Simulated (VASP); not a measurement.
Write the native input for VASP 6.6.1 that does the following.

| Quantity | Value |
| --- | --- |
| Task | single point |
| Functional | r2SCAN |
| Potentials or basis | VASP PAW PBE potentials, release 64 (Ba_sv) |
| Cutoff | 520 eV |
| k mesh | 6 × 6 × 8 |
| Occupations | fermi-dirac, width 0.1 eV |
| Spin | no spin polarisation |
| Dipole correction | no |
| Further INCAR settings | ALGO = Normal; EDIFF = 1e-06; NBANDS = 22 |

The system is Ba.

```xyz
3
Lattice="7.0152 0.0000 0.0000 -3.5076 6.0753 0.0000 0.0000 0.0000 4.1168" Properties=species:S:1:pos:R:3 pbc="T T T"
Ba    7.0152    0.0000    4.1168
Ba    0.0000    4.0502    2.0584
Ba    3.5076    2.0251    2.0584
```

This isn't the form of Ba at room conditions, which is bcc.

These files were run (other wordings do the same):

POSCAR

```
Ba
1.0
    7.0151691642      0.0000000000      0.0000000000
   -3.5075845821      6.0753147081      0.0000000000
    0.0000000000      0.0000000000      4.1167636259
Ba
3
Direct
    1.0000000000      0.0000000000      1.0000000000
    0.3333333333      0.6666666667      0.5000000000
    0.6666666667      0.3333333333      0.5000000000
```

INCAR.step1

```
  PREC = Accurate
  ENCUT = 520
  ISMEAR = -1
  SIGMA = 0.1
  LREAL = F
  LASPH = T
  NELM = 80
  NBANDS = 22
  GGA = PE
  ALGO = Normal
  EDIFF = 1E-4
  LWAVE = T
  LCHARG = F
```

INCAR.step2

```
  PREC = Accurate
  ENCUT = 520
  EDIFF = 1E-6
  ISMEAR = -1
  SIGMA = 0.1
  LREAL = F
  LASPH = T
  NELM = 80
  ALGO = Normal
  ISIF = 2
  LWAVE = F
  LCHARG = F
  METAGGA = R2SCAN
  LMIXTAU = T
  NBANDS = 22
  ISTART = 1
```

KPOINTS

```
regular mesh
0
Gamma
  6 6 8
```

Potentials or basis: VASP PAW PBE potentials, release 64 (Ba_sv).

Launch:

```console
$ cat potpaw_PBE.64/Ba_sv/POTCAR > POTCAR
$ cp INCAR.step1 INCAR
$ mpirun -np 1 vasp_std > vasp.out
$ cp INCAR.step2 INCAR
$ mpirun -np 1 vasp_std > vasp.out
```

It gave:

| Item | Value |
| --- | --- |
| Pressure | 1.3 GPa |
| Band gap on the k mesh | zero (bands 15 and 16 overlap by 0.67 eV) |

Caveat: the PAW data sets were made with another functional, which shifts forces and pressure a little; spin-orbit coupling is left out, which moves the levels of the heavy elements.

Run time: 6.2 min on 1 thread of Intel(R) Xeon(R) 6975P-C (Granite Rapids), with other jobs on the host, peak memory 0.38 GiB.
